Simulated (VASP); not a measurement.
ZnSe, 4 atoms in the cell. Symmetry: P4/nmm, No. 129, tetragonal system. Conventional cell: a = 4.308 Å, b = 4.308 Å, c = 5.860 Å, α = 90.00°, β = 90.00°, γ = 90.00°. Zn (site symmetry -4m2) has 4 Se at 2.67 Å and 4 Zn at 3.05 Å within 3.5 Å. Se (site symmetry 4mm) has 4 Zn at 2.67 Å within 3.5 Å. 

- Program: VASP 6.6.1
- Task: single point
- Functional: PBEsol
- Potentials or basis: VASP PAW PBE potentials, release 64 (Zn, Se)
- Cutoff: 520 eV
- k mesh: 8 × 8 × 6
- Occupations: gaussian, width 0.05 eV
- Spin: no spin polarisation
- Dipole correction: no
- Further INCAR settings: ALGO = Normal; EDIFF = 1e-06; NBANDS = 26

Potentials or basis: VASP PAW PBE potentials, release 64 (Zn, Se).

Launch:

```bash
$ cat potpaw_PBE.64/Zn/POTCAR potpaw_PBE.64/Se/POTCAR > POTCAR
$ mpirun -np 1 vasp_std > vasp.out
```

Hardware: 1 thread of AMD EPYC 9R14 (Zen 4), with other jobs on the host.

**Question.** Estimate the wall time of this run.

**Answer.** Wall time 98 s on 1 thread of AMD EPYC 9R14 (Zen 4) (shared host), peak memory 0.27 GiB. Counts: scf iterations 14, k points 60.
